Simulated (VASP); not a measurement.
# Na (Im-3m) in VASP: further runs

The runs below take Na through single point, with PBE.

All numbers are computed with VASP 6.6.1; they aren't measurements. Logs are shortened: lines on timing, memory, paths and dates and some standing lists are left out, and cuts for length are marked.

**1. The cell of the first run**

It takes space group Im-3m (No. 229, cubic). The conventional cell has a = 4.200 Å, b = 4.200 Å, c = 4.200 Å, α = 90.00°, β = 90.00°, γ = 90.00°. Na (site symmetry m-3m) has 14 Na at 3.64 to 4.20 Å within 4.8 Å.

**2. Single point, PBE**

Input file INCAR:

```
SYSTEM = Na
ALGO = Normal
EDIFF = 1E-6
ENCUT = 500
GGA = PE
GGA_COMPAT = .False.
ISIF = 2
ISMEAR = -1
LASPH = .True.
LCHARG = .False.
LREAL = .False.
LWAVE = .False.
NBANDS = 10
NELM = 120
PREC = Accurate
SIGMA = 0.1
```

Input file KPOINTS:

```
k-points
0
Gamma
  12 12 12
  0 0 0
```

Input file POSCAR:

```
Na
1.0
   -2.1000000000      2.1000000000      2.1000000000
    2.1000000000     -2.1000000000      2.1000000000
    2.1000000000      2.1000000000     -2.1000000000
Na
1
Direct
    0.0000000000      0.0000000000      0.0000000000
```

Potentials or basis: VASP PAW PBE potentials, release 64 (Na_pv).

Launch:

```console
> cat potpaw_PBE.64/Na_pv/POTCAR > POTCAR
> mpirun -np 1 vasp_std > vasp.out
```

OUTCAR:

```text
SYSTEM = Na
   EDIFF = 1E-6
   ENCUT = 500
   GGA = PE
   ISIF = 2
   ISMEAR = -1
   LASPH = .True.
   LREAL = .False.
   NELM = 120
   PREC = Accurate

 ion  position               nearest neighbor table
   1  0.000  0.000  0.000-

  LATTYP: Found a body centered cubic cell.
 ALAT       =     4.2000000000

  Lattice vectors:

 A1 = (  -2.1000000000,   2.1000000000,   2.1000000000)
 A2 = (   2.1000000000,  -2.1000000000,   2.1000000000)
 A3 = (   2.1000000000,   2.1000000000,  -2.1000000000)

Analysis of symmetry for initial positions (statically):
=====================================================================
 Subroutine PRICEL returns:
 Original cell was already a primitive cell.

 Routine SETGRP: Setting up the symmetry group for a
 body centered cubic supercell.

 Subroutine GETGRP returns: Found 48 space group operations
 (whereof 48 operations were pure point group operations)
 out of a pool of 48 trial point group operations.

The static configuration has the point symmetry O_h .

Analysis of symmetry for dynamics (positions and initial velocities):
=====================================================================
 Subroutine PRICEL returns:
 Original cell was already a primitive cell.

 Routine SETGRP: Setting up the symmetry group for a
 body centered cubic supercell.

 Subroutine GETGRP returns: Found 48 space group operations
 (whereof 48 operations were pure point group operations)
 out of a pool of 48 trial point group operations.

The dynamic configuration has the point symmetry O_h .

 Subroutine INISYM returns: Found 48 space group operations
 (whereof 48 operations are pure point group operations),
 and found     1 'primitive' translations

----------------------------------------------------------------------------------------

                                     Primitive cell

  volume of cell :      37.0440

  direct lattice vectors                    reciprocal lattice vectors
    -2.100000000  2.100000000  2.100000000     0.000000000  0.238095238  0.238095238
     2.100000000 -2.100000000  2.100000000     0.238095238  0.000000000  0.238095238
     2.100000000  2.100000000 -2.100000000     0.238095238  0.238095238  0.000000000

  length of vectors
     3.637306696  3.637306696  3.637306696     0.336717515  0.336717515  0.336717515

  position of ions in fractional coordinates (direct lattice)
     0.000000000  0.000000000  0.000000000

  ion indices of the primitive-cell ions
   primitive index   ion index
                 1           1

----------------------------------------------------------------------------------------

 KPOINTS: k-points

Automatic generation of k-mesh.
 Grid dimensions read from file:
 generate k-points for:   12   12   12

 Generating k-lattice:

  Cartesian coordinates                     Fractional coordinates (reciprocal lattice)
     0.000000000  0.019841270  0.019841270     0.083333333  0.000000000  0.000000000
     0.019841270  0.000000000  0.019841270     0.000000000  0.083333333  0.000000000
     0.019841270  0.019841270  0.000000000     0.000000000  0.000000000  0.083333333

  Length of vectors
     0.028059793  0.028059793  0.028059793

  Shift w.r.t. Gamma in fractional coordinates (k-lattice)
     0.000000000  0.000000000  0.000000000

 Subroutine IBZKPT returns following result:
 ===========================================

 Found     72 irreducible k-points:

 Following reciprocal coordinates:
            Coordinates               Weight
  0.000000  0.000000  0.000000      1.000000
  0.083333  0.000000  0.000000     12.000000
  0.166667  0.000000  0.000000     12.000000
  0.250000  0.000000  0.000000     12.000000
  0.333333  0.000000  0.000000     12.000000
  0.416667  0.000000  0.000000     12.000000
[... 16 lines left out ...]
  0.333333  0.083333  0.083333     24.000000
  0.416667  0.083333  0.083333     12.000000
 [... further k-points ...]
   k-points           NKPTS =     72   k-points in BZ     NKDIM =     72   number of bands    NBANDS=     10
   number of dos      NEDOS =    301   number of ions     NIONS =      1
   total plane-waves  NPLWV =  21952
   dimension x,y,z NGX =    28 NGY =   28 NGZ =   28
   dimension x,y,z NGXF=    56 NGYF=   56 NGZF=   56
   ions per type =               1
   NGX,Y,Z   is equivalent  to a cutoff of  12.80, 12.80, 12.80 a.u.
   NGXF,Y,Z  is equivalent  to a cutoff of  25.60, 25.60, 25.60 a.u.
 SYSTEM =  Na
   PREC   = accura    normal or accurate (medium, high low for compatibility)
   ISTART =      0    job   : 0-new  1-cont  2-samecut
   ICHARG =      2    charge: 1-file 2-atom 10-const
   ISPIN  =      1    spin polarized calculation?
   LNONCOLLINEAR =      F non collinear calculations
   LSORBIT =      F    spin-orbit coupling
   LASPH  =      T    aspherical Exc in radial PAW
   ENCUT  =  500.0 eV  36.75 Ry    6.06 a.u.   6.63  6.63  6.63*2*pi/ulx,y,z
   NELM   =    120;   NELMIN=  2; NELMDL= -5     # of ELM steps
   EDIFF  = 0.1E-05   stopping-criterion for ELM
   LREAL  =      F    real-space projection
   EDIFFG = 0.1E-04   stopping-criterion for IOM
   NSW    =      0    number of steps for IOM
   IBRION =     -1    ionic relax: 0-MD 1-quasi-New 2-CG
   NFREE  =      0    steps in history (QN), initial steepest desc. (CG)
   ISIF   =      2    stress and relaxation
   ISYM   =      2    0-nonsym 1-usesym 2-fastsym
   POTIM  = 0.5000    time-step for ionic-motion
   TEBEG  =    0.0;   TEEND  =   0.0 temperature during run
   PSTRESS=    0.0 pullay stress
   NELECT =       7.0000    total number of electrons
   NUPDOWN=      -1.0000    fix difference up-down
   EMIN   =  10.00;   EMAX   =-10.00  energy-range for DOS
   EFERMI =   0.00;   METHOD = LEGACY
   ISMEAR =    -1;   SIGMA  =   0.10  broadening in eV -4-tet -1-fermi 0-gaus
   EFERMI_NEDOS =   21; number of points for ismear=-14 and -15
   IALGO  =     38    algorithm
   IMIX   =      4    mixing-type and parameters
     AMIX     =   0.40;   BMIX     =  1.00
     AMIX_MAG =   1.60;   BMIX_MAG =  1.00
  volume/ion in A,a.u.               =      37.04       249.99
  Fermi-wavevector in a.u.,A,eV,Ry     =   0.939438  1.775281 12.007742  0.882544
  Thomas-Fermi vector in A             =   2.066750
   LORBIT       =      0    0 simple, 1 ext, 2 COOP (PROOUT), +10 PAW based schemes
   GGA     = PE    functional components
   LHFCALC =     F    Hartree Fock is set to
   AEXX    =    0.0000 exact exchange contribution
   IVDW    =     0    specifies the selected vdW correction
   LEPSILON=     F    determine dielectric tensor
   LRPA    =     F    only Hartree local field effects (RPA)
 non-spin polarized calculation
  energy-cutoff  :      500.00
  volume of cell :       37.04
 maximum number of plane-waves:       962
   NGX = 13   NGY = 13   NGZ = 13

 number of electron       7.0000005 magnetization

 Free energy of the ion-electron system (eV)
  ---------------------------------------------------
  ext. energy  EPLUGINS =         0.00000000
  ---------------------------------------------------
  free energy    TOTEN  =        -1.31810398 eV

  energy without entropy =       -1.30108226  energy(sigma->0) =       -1.30959312

 E-fermi :   0.3088     XC(G=0):  -6.5044

 val. band max:        0.2592629875   @ k =  -0.3333   0.4167   0.1667
 cond. band min:       0.3712180180   @ k =   0.3333   0.1667   0.0000
 fundamental gap:      0.1119550305
 Fermi energy:         0.3087776032

 k-point     1 :       0.0000    0.0000    0.0000
  band No.  band energies     occupation
      1     -24.5700      2.00000
      2     -24.5700      2.00000
      3     -24.5700      2.00000
      4      -2.9488      2.00000
      5      12.0678      0.00000
      6      12.0679      0.00000
      7      12.0679      0.00000
      8      13.0691      0.00000
      9      13.0691      0.00000
     10      13.6259      0.00000

 k-point     2 :       0.0833    0.0000    0.0000
  band No.  band energies     occupation
      1     -24.5724      2.00000
      2     -24.5709      2.00000
      3     -24.5700      2.00000
      4      -2.8263      2.00000
      5      10.5671      0.00000
      6      11.3461      0.00000
      7      11.6180      0.00000
      8      12.1942      0.00000
      9      12.5055      0.00000
     10      13.9502      0.00000

 k-point     3 :       0.1667    0.0000    0.0000
  band No.  band energies     occupation
      1     -24.5790      2.00000
      2     -24.5730      2.00000
      3     -24.5700      2.00000
      4      -2.4607      2.00000
      5       8.3916      0.00000
      6      10.3756      0.00000
      7      10.9053      0.00000
      8      11.2640      0.00000
      9      12.1179      0.00000
     10      14.1349      0.00000

 k-point     4 :       0.2500    0.0000    0.0000
  band No.  band energies     occupation
      1     -24.5880      2.00000
      2     -24.5761      2.00000
      3     -24.5700      2.00000
      4      -1.8570      2.00000
      5       6.3484      0.00000
      6       9.5804      0.00000
      7      10.2959      0.00000
      8      10.5334      0.00000
      9      11.5945      0.00000
     10      14.6399      0.00000

 k-point     5 :       0.3333    0.0000    0.0000
  band No.  band energies     occupation
      1     -24.5968      2.00000
      2     -24.5791      2.00000
      3     -24.5700      2.00000
      4      -1.0235      2.00000
      5       4.4848      0.00000
      6       9.0041      0.00000
      7       9.8506      0.00000
      8      10.0119      0.00000
      9      11.1174      0.00000
     10      15.3038      0.00000

 k-point     6 :       0.4167    0.0000    0.0000
  band No.  band energies     occupation
      1     -24.6033      2.00000
      2     -24.5813      2.00000
      3     -24.5699      2.00000
      4       0.0265      1.88778
      5       2.8174      0.00000
      6       8.6564      0.00000
      7       9.5819      0.00000
      8       9.6997      0.00000
      9      10.7989      0.00000
     10      16.0318      0.00000
[... 183 lines left out ...]
 k-point    21 :       0.1667    0.0833    0.0833
  band No.  band energies     occupation
      1     -24.5907      2.00000
      2     -24.5750      2.00000
      3     -24.5719      2.00000
      4      -1.6175      2.00000
      5       6.4838      0.00000
      6       7.5580      0.00000
      7       8.6711      0.00000
      8      12.9678      0.00000
      9      13.3696      0.00000
     10      14.8857      0.00000

 k-point    22 :       0.2500    0.0833    0.0833
  band No.  band energies     occupation
      1     -24.5972      2.00000
      2     -24.5790      2.00000
      3     -24.5721      2.00000
      4      -0.7880      1.99997
      5       4.6754      0.00000
      6       7.0007      0.00000
      7       8.1034      0.00000
      8      12.4653      0.00000
      9      13.1314      0.00000
     10      15.5084      0.00000

 k-point    23 :       0.3333    0.0833    0.0833
  band No.  band energies     occupation
      1     -24.6016      2.00000
      2     -24.5822      2.00000
      3     -24.5722      2.00000
      4       0.2564      1.25590
      5       3.0315      0.00000
      6       6.6665      0.00000
      7       7.7666      0.00000
      8      12.1483      0.00000
      9      12.9124      0.00000
     10      16.2291      0.00000

 k-point    24 :       0.4167    0.0833    0.0833
  band No.  band energies     occupation
      1     -24.6031      2.00000
      2     -24.5834      2.00000
      3     -24.5722      2.00000
      4       1.3051      0.00009
      5       1.7819      0.00000
      6       6.5551      0.00000
      7       7.6544      0.00000
      8      12.0415      0.00000
      9      12.8312      0.00000
     10      16.7009      0.00000

 [... further k-points ...]

------------------------ aborting loop because EDIFF is reached ----------------------------------------

  FORCE on cell =-STRESS in cart. coord.  units (eV):
  Direction    XX          YY          ZZ          XY          YZ          ZX
  --------------------------------------------------------------------------------------
  -------------------------------------------------------------------------------------
  Total       -0.0085570     -0.0085570     -0.0085570     -0.0000000     -0.0000000      0.0000000
  in kB       -0.3700980     -0.3700980     -0.3700980     -0.0000000     -0.0000000      0.0000000
  external PRESSURE =      -0.3700980 kB  Pullay stress =       0.0000000 kB

 VOLUME and BASIS-vectors are now :
 -----------------------------------------------------------------------------
  energy-cutoff  :      500.00
  volume of cell :       37.04
      direct lattice vectors                 reciprocal lattice vectors
    -2.100000000  2.100000000  2.100000000     0.000000000  0.238095238  0.238095238
     2.100000000 -2.100000000  2.100000000     0.238095238  0.000000000  0.238095238
     2.100000000  2.100000000 -2.100000000     0.238095238  0.238095238  0.000000000

 POSITION                                       TOTAL-FORCE (eV/Angst)
 -----------------------------------------------------------------------------------
      0.00000      0.00000      0.00000        -0.000000      0.000000      0.000000
 -----------------------------------------------------------------------------------
    total drift:                               -0.000000     -0.000000     -0.000000

  FREE ENERGIE OF THE ION-ELECTRON SYSTEM (eV)
  ---------------------------------------------------
  free  energy   TOTEN  =        -1.3181039751 eV

  energy  without entropy=       -1.3010822592  energy(sigma->0) =       -1.30959312
```

Wall time 7.1 s (1 thread of Intel Xeon 6975P-C (Granite Rapids), shared host); peak memory 0.15 GiB.

Results:

```
Free energy            : -1.3181 eV
Pressure               : 0.0 GPa
Band gap on the k mesh : zero (an odd number of electrons rules out a gap without spin polarisation)
```

**3. Single point, PBE**

Input file INCAR:

```
  PREC = Accurate
  ENCUT = 500
  EDIFF = 1E-6
  ISMEAR = -1
  SIGMA = 0.1
  LREAL = False
  LASPH = True
  NELM = 120
  ALGO = Normal
  ISIF = 2
  LWAVE = False
  LCHARG = True
  GGA = PE
  LELF = True
  LVHAR = True
  NBANDS = 10
  GGA_COMPAT = False
```

Input file KPOINTS:

```
regular mesh
0
Gamma
  12 12 12
```

POSCAR is that of step 2.

Potentials or basis: VASP PAW PBE potentials, release 64 (Na_pv).

Launch:

```console
> cat potpaw_PBE.64/Na_pv/POTCAR > POTCAR
> mpirun -np 1 vasp_std > vasp.out
```

It took 7.6 s on 1 thread of Intel Xeon 6975P-C (Granite Rapids), shared host; peak memory 0.15 GiB.

It converged, with:

| Property | Result |
| --- | --- |
| Free energy | -1.3181 eV |
| Pressure | 0.0 GPa |
| Band gap on the k mesh | zero (an odd number of electrons rules out a gap without spin polarisation) |

Levels at points of the mesh, in eV from the Fermi level:
```
           k point  band 1  band 2  band 3  band 4  band 5  band 6
(0.00, 0.00, 0.00)  -24.88  -24.88  -24.88   -3.26   11.76   11.76
(0.50, 0.00, 0.00)  -24.91  -24.89  -24.88    0.78    1.24    8.23
(0.50, 0.50, 0.50)  -24.90  -24.90  -24.90    4.54    4.54    4.92
```
